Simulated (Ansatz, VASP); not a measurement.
**Two plane-wave programs on BaTiO3**

```xyz
5
Lattice="3.9791 0.0000 0.0000 0.0000 3.9791 0.0000 0.0000 0.0000 4.0497" Properties=species:S:1:pos:R:3 pbc="T T T"
Ba    1.9895    1.9895    2.0248
Ti    0.0000    0.0000    0.0000
O     1.9895    0.0000    0.0000
O     0.0000    1.9895    0.0000
O     0.0000    0.0000    2.0248
```

Alike in both runs: task single point; functional PBE; k mesh 8 × 8 × 8; occupations gaussian, width 0.02 eV; no spin polarisation.

```csv
,VASP,Ansatz
version,VASP 6.6.1,Ansatz 0.2.0
potentials or method,"VASP PAW PBE potentials, release 64 (Ba_sv, Ti_sv, O), cutoff 520 eV","scalar-relativistic, plane waves, PAW"
valence electrons in the cell,40,40
```

Ansatz gave:

| Quantity | Value |
| --- | --- |
| gap on the k mesh at the Fermi level (eV) | 1.77 |
| least direct gap on the mesh (eV) | 1.90 |
| pressure (GPa) | 2.2 |
| traceless stress, the component that is largest in VASP (GPa) | -2.18 |

Task: Which values does VASP return?

Result: gap on the k mesh at the Fermi level (eV): 1.71; least direct gap on the mesh (eV): 1.87; pressure (GPa): 4.0; traceless stress, the component that is largest in VASP (GPa): -2.26.

Neither program's run includes spin-orbit coupling.
